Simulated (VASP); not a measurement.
# MgS (I4/mmm) in VASP: a series of runs

Runs on MgS. Level: LDA. Tasks: single point.

Everything below comes from runs of VASP 6.6.1. Logs are shortened: lines on timing, memory, paths and dates and some standing lists are left out, and cuts for length are marked.

### Step 1. The cell of the first run

Symmetry: I4/mmm, No. 139, tetragonal system. The conventional cell has a = 3.587 Å, b = 3.587 Å, c = 4.943 Å, α = 90.00°, β = 90.00°, γ = 90.00°. Mg (site symmetry 4/mmm) has 6 S at 2.47 to 2.54 Å within 3.3 Å. S (site symmetry 4/mmm) has 6 Mg at 2.47 to 2.54 Å within 3.3 Å.

### Step 2. Single point, LDA (strain -0.025 along x and y, -0.050 along z)

Input file INCAR:

```
SYSTEM = MgS
  PREC = Accurate
  ENCUT = 520
  EDIFF = 1E-7
  ISMEAR = 0
  SIGMA = 0.05
  LREAL = .False.
  LASPH = .True.
  NELM = 100
  ALGO = Normal
  ISIF = 2
  LWAVE = .False.
  LCHARG = .False.
  GGA = CA
  NBANDS = 11
```

Input file KPOINTS:

```
regular mesh
0
Gamma
  8 8 8
  0 0 0
```

Input file POSCAR:

```
MgS
1.0
    0.0000000000      2.5366087500      2.4715675000
    2.5366087500      0.0000000000      2.4715675000
    2.5366087500      2.5366087500      0.0000000000
Mg S
1 1
Direct
    0.0000000000      0.0000000000      0.0000000000
    0.5000000000      0.5000000000      0.5000000000
```

Potentials or basis: VASP PAW LDA potentials, release 64 (Mg, S).

Started as:

```console
cat potpaw_LDA.64/Mg/POTCAR potpaw_LDA.64/S/POTCAR > POTCAR
mpirun -np 1 vasp_std > vasp.out
```

OUTCAR:

```text
SYSTEM = MgS
   PREC = Accurate
   ENCUT = 520
   EDIFF = 1E-7
   ISMEAR = 0
   LREAL = .False.
   LASPH = .True.
   NELM = 100
   ISIF = 2
   GGA = CA

 ion  position               nearest neighbor table
   1  0.000  0.000  0.000-   2 2.47   2 2.47   2 2.54   2 2.54   2 2.54   2 2.54
   2  0.500  0.500  0.500-   1 2.47   1 2.47   1 2.54   1 2.54   1 2.54   1 2.54

  LATTYP: Found a body centered tetragonal cell.
 ALAT       =     3.5873064967
 C/A-ratio  =     1.3779516762

  Lattice vectors:

 A1 = (   0.0000000000,  -2.5366087500,  -2.4715675000)
 A2 = (   0.0000000000,   2.5366087500,  -2.4715675000)
 A3 = (   2.5366087500,   0.0000000000,   2.4715675000)

Analysis of symmetry for initial positions (statically):
=====================================================================
 Subroutine PRICEL returns:
 Original cell was already a primitive cell.

 Routine SETGRP: Setting up the symmetry group for a
 body centered tetragonal supercell.

 Subroutine GETGRP returns: Found 16 space group operations
 (whereof 16 operations were pure point group operations)
 out of a pool of 16 trial point group operations.

The static configuration has the point symmetry D_4h.

Analysis of symmetry for dynamics (positions and initial velocities):
=====================================================================
 Subroutine PRICEL returns:
 Original cell was already a primitive cell.

 Routine SETGRP: Setting up the symmetry group for a
 body centered tetragonal supercell.

 Subroutine GETGRP returns: Found 16 space group operations
 (whereof 16 operations were pure point group operations)
 out of a pool of 16 trial point group operations.

The dynamic configuration has the point symmetry D_4h.

 Subroutine INISYM returns: Found 16 space group operations
 (whereof 16 operations are pure point group operations),
 and found     1 'primitive' translations

----------------------------------------------------------------------------------------

                                     Primitive cell

  volume of cell :      31.8060

  direct lattice vectors                    reciprocal lattice vectors
     0.000000000  2.536608750  2.471567500    -0.197113567  0.197113567  0.202300767
     2.536608750  0.000000000  2.471567500     0.197113567 -0.197113567  0.202300767
     2.536608750  2.536608750  0.000000000     0.197113567  0.197113567 -0.202300767

  length of vectors
     3.541614019  3.541614019  3.587306497     0.344431586  0.344431586  0.344431586

  position of ions in fractional coordinates (direct lattice)
     0.000000000  0.000000000  0.000000000
     0.500000000  0.500000000  0.500000000

  ion indices of the primitive-cell ions
   primitive index   ion index
                 1           1
                 2           2

----------------------------------------------------------------------------------------

 KPOINTS: regular mesh

Automatic generation of k-mesh.
 Grid dimensions read from file:
 generate k-points for:    8    8    8

 Generating k-lattice:

  Cartesian coordinates                     Fractional coordinates (reciprocal lattice)
    -0.024639196  0.024639196  0.025287596     0.125000000 -0.000000000  0.000000000
     0.024639196 -0.024639196  0.025287596    -0.000000000  0.125000000  0.000000000
     0.024639196  0.024639196 -0.025287596     0.000000000  0.000000000  0.125000000

  Length of vectors
     0.043053948  0.043053948  0.043053948

  Shift w.r.t. Gamma in fractional coordinates (k-lattice)
     0.000000000  0.000000000  0.000000000

 Subroutine IBZKPT returns following result:
 ===========================================

 Found     59 irreducible k-points:

 Following reciprocal coordinates:
            Coordinates               Weight
  0.000000  0.000000  0.000000      1.000000
  0.125000  0.000000  0.000000      8.000000
  0.250000  0.000000  0.000000      8.000000
  0.375000  0.000000  0.000000      8.000000
  0.500000  0.000000  0.000000      4.000000
  0.125000  0.125000  0.000000      2.000000
[... 16 lines left out ...]
  0.250000  0.000000  0.125000     16.000000
  0.375000 -0.000000  0.125000     16.000000
 [... further k-points ...]
   k-points           NKPTS =     59   k-points in BZ     NKDIM =     59   number of bands    NBANDS=     11
   number of dos      NEDOS =    301   number of ions     NIONS =      2
   total plane-waves  NPLWV =  21952
   dimension x,y,z NGX =    28 NGY =   28 NGZ =   28
   dimension x,y,z NGXF=    56 NGYF=   56 NGZF=   56
   ions per type =               1   1
   NGX,Y,Z   is equivalent  to a cutoff of  13.14, 13.14, 12.98 a.u.
   NGXF,Y,Z  is equivalent  to a cutoff of  26.29, 26.29, 25.95 a.u.
 SYSTEM =  MgS
   PREC   = accura    normal or accurate (medium, high low for compatibility)
   ISTART =      0    job   : 0-new  1-cont  2-samecut
   ICHARG =      2    charge: 1-file 2-atom 10-const
   ISPIN  =      1    spin polarized calculation?
   LNONCOLLINEAR =      F non collinear calculations
   LSORBIT =      F    spin-orbit coupling
   LASPH  =      T    aspherical Exc in radial PAW
   ENCUT  =  520.0 eV  38.22 Ry    6.18 a.u.   6.59  6.59  6.67*2*pi/ulx,y,z
   NELM   =    100;   NELMIN=  2; NELMDL= -5     # of ELM steps
   EDIFF  = 0.1E-06   stopping-criterion for ELM
   LREAL  =      F    real-space projection
   EDIFFG = 0.1E-05   stopping-criterion for IOM
   NSW    =      0    number of steps for IOM
   IBRION =     -1    ionic relax: 0-MD 1-quasi-New 2-CG
   NFREE  =      0    steps in history (QN), initial steepest desc. (CG)
   ISIF   =      2    stress and relaxation
   ISYM   =      2    0-nonsym 1-usesym 2-fastsym
   POTIM  = 0.5000    time-step for ionic-motion
   TEBEG  =    0.0;   TEEND  =   0.0 temperature during run
   PSTRESS=    0.0 pullay stress
   NELECT =       8.0000    total number of electrons
   NUPDOWN=      -1.0000    fix difference up-down
   EMIN   =  10.00;   EMAX   =-10.00  energy-range for DOS
   EFERMI =   0.00;   METHOD = LEGACY
   ISMEAR =     0;   SIGMA  =   0.05  broadening in eV -4-tet -1-fermi 0-gaus
   EFERMI_NEDOS =   21; number of points for ismear=-14 and -15
   IALGO  =     38    algorithm
   IMIX   =      4    mixing-type and parameters
     AMIX     =   0.40;   BMIX     =  1.00
     AMIX_MAG =   1.60;   BMIX_MAG =  1.00
  volume/ion in A,a.u.               =      15.90       107.32
  Fermi-wavevector in a.u.,A,eV,Ry     =   1.033400  1.952842 14.529866  1.067915
  Thomas-Fermi vector in A             =   2.167645
   LORBIT       =      0    0 simple, 1 ext, 2 COOP (PROOUT), +10 PAW based schemes
   GGA     = CA    functional components
   LHFCALC =     F    Hartree Fock is set to
   AEXX    =    0.0000 exact exchange contribution
   IVDW    =     0    specifies the selected vdW correction
   LEPSILON=     F    determine dielectric tensor
   LRPA    =     F    only Hartree local field effects (RPA)
 non-spin polarized calculation
 Gauss-broadening in eV      SIGMA  =   0.05
  energy-cutoff  :      520.00
  volume of cell :       31.81
 maximum number of plane-waves:       885
 NGX is ok and might be reduce to    28
   NGX = 13   NGY = 13   NGZ = 13

 number of electron       8.0000001 magnetization

 Free energy of the ion-electron system (eV)
  ---------------------------------------------------
  ext. energy  EPLUGINS =         0.00000000
  ---------------------------------------------------
  free energy    TOTEN  =        -9.55964431 eV

  energy without entropy =       -9.55964431  energy(sigma->0) =       -9.55964431

 E-fermi :   4.8862     XC(G=0): -10.4128

 val. band max:        4.5895438141   @ k =   0.0000   0.0000   0.0000
 cond. band min:       7.2225137950   @ k =   0.5000   0.5000   0.0000
 fundamental gap:      2.6329699809
 Fermi energy:         4.8862167858

 k-point     1 :       0.0000    0.0000    0.0000
  band No.  band energies     occupation
      1      -8.7175      2.00000
      2       4.4698      2.00000
      3       4.5895      2.00000
      4       4.5895      2.00000
      5       8.8942      0.00000
      6      12.2086      0.00000
      7      12.2086      0.00000
      8      12.4960      0.00000
      9      14.7167      0.00000
     10      15.1026      0.00000
     11      17.1382      0.00000

 k-point     2 :       0.1250    0.0000    0.0000
  band No.  band energies     occupation
      1      -8.5385      2.00000
      2       3.4003      2.00000
      3       4.4024      2.00000
      4       4.4465      2.00000
      5       9.6415      0.00000
      6      12.0805      0.00000
      7      12.4923      0.00000
      8      12.7124      0.00000
      9      14.1622      0.00000
     10      14.4535      0.00000
     11      17.6878      0.00000

 k-point     3 :       0.2500    0.0000    0.0000
  band No.  band energies     occupation
      1      -8.0467      2.00000
      2       1.4263      2.00000
      3       4.1421      2.00000
      4       4.1601      2.00000
      5       9.6718      0.00000
      6      12.1515      0.00000
      7      12.4886      0.00000
      8      13.3221      0.00000
      9      14.8830      0.00000
     10      14.9123      0.00000
     11      16.8760      0.00000
[... 267 lines left out ...]
 k-point    23 :       0.2500    0.0000    0.1250
  band No.  band energies     occupation
      1      -8.1025      2.00000
      2       2.0198      2.00000
      3       3.8013      2.00000
      4       3.9030      2.00000
      5      10.3256      0.00000
      6      11.3648      0.00000
      7      11.9341      0.00000
      8      13.4424      0.00000
      9      14.5476      0.00000
     10      15.7056      0.00000
     11      18.3993      0.00000

 k-point    24 :       0.3750   -0.0000    0.1250
  band No.  band energies     occupation
      1      -7.5164      2.00000
      2       0.3588      2.00000
      3       3.4276      2.00000
      4       3.6273      2.00000
      5       9.8866      0.00000
      6      11.1347      0.00000
      7      12.7224      0.00000
      8      13.1703      0.00000
      9      16.5149      0.00000
     10      17.5767      0.00000
     11      17.8290      0.00000

 [... further k-points ...]

------------------------ aborting loop because EDIFF is reached ----------------------------------------

  FORCE on cell =-STRESS in cart. coord.  units (eV):
  Direction    XX          YY          ZZ          XY          YZ          ZX
  --------------------------------------------------------------------------------------
  -------------------------------------------------------------------------------------
  Total        0.7119799      0.7119799      1.5862054      0.0000000      0.0000000     -0.0000000
  in kB       35.8648386     35.8648386     79.9025336      0.0000000      0.0000000     -0.0000000
  external PRESSURE =      50.5440703 kB  Pullay stress =       0.0000000 kB

 VOLUME and BASIS-vectors are now :
 -----------------------------------------------------------------------------
  energy-cutoff  :      520.00
  volume of cell :       31.81
      direct lattice vectors                 reciprocal lattice vectors
     0.000000000  2.536608750  2.471567500    -0.197113567  0.197113567  0.202300767
     2.536608750  0.000000000  2.471567500     0.197113567 -0.197113567  0.202300767
     2.536608750  2.536608750  0.000000000     0.197113567  0.197113567 -0.202300767

 POSITION                                       TOTAL-FORCE (eV/Angst)
 -----------------------------------------------------------------------------------
      0.00000      0.00000      0.00000         0.000000      0.000000      0.000000
      2.53661      2.53661      2.47157        -0.000000     -0.000000     -0.000000
 -----------------------------------------------------------------------------------
    total drift:                                0.000000      0.000000      0.000000

  FREE ENERGIE OF THE ION-ELECTRON SYSTEM (eV)
  ---------------------------------------------------
  free  energy   TOTEN  =        -9.5596443085 eV

  energy  without entropy=       -9.5596443085  energy(sigma->0) =       -9.55964431
```

It took 18 s on 1 thread of Intel Xeon 6975P-C, shared host; peak memory 0.16 GiB.

Results:

```
Free energy            : -9.5596 eV
Pressure               : 5.1 GPa
Band gap on the k mesh : 2.63 eV, indirect (least direct gap 4.30 eV)
```

Stress tensor (GPa, compression positive):
```
3.59 0.00 0.00
0.00 3.59 0.00
0.00 0.00 7.99
```

Caveat: the cell differs from its parent crystal (strain -0.025 along x and y, -0.050 along z).

[end of part 1 of 2]
